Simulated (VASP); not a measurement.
Here is a VASP 6.6.1 calculation.

File INCAR:

```
  PREC = Accurate
  ENCUT = 520
  EDIFF = 1E-6
  ISMEAR = -1
  SIGMA = 0.1
  LREAL = F
  LASPH = T
  NELM = 60
  ALGO = Normal
  ISIF = 2
  LWAVE = F
  LCHARG = T
  GGA = RP
  LELF = T
  LVHAR = T
  NBANDS = 20
```

KPOINTS

```
Automatic mesh
0
Gamma
  9 9 9
```

The input POSCAR:

```
Tl
1.0
    0.0000000000      3.6660361720      3.6660361720
    3.6660361720      0.0000000000      3.6660361720
    3.6660361720      3.6660361720      0.0000000000
Tl
2
Direct
    0.1250000000      0.1250000000      0.1250000000
    0.8750000000      0.8750000000      0.8750000000
```

Potentials or basis: VASP PAW PBE potentials, release 64 (Tl_d).

Run with:

```console
$ cat potpaw_PBE.64/Tl_d/POTCAR > POTCAR
$ mpirun -np 1 vasp_std > vasp.out
```

(1) Predict the band gap on the k mesh.

(2) Estimate the pressure.

Answers

(1) zero (bands 13 and 14 overlap by 2.36 eV).

(2) 0.0 GPa.

Caveat: the PAW data sets were made with another functional, which shifts forces and pressure a little; spin-orbit coupling is left out, which moves the levels of the heavy elements.
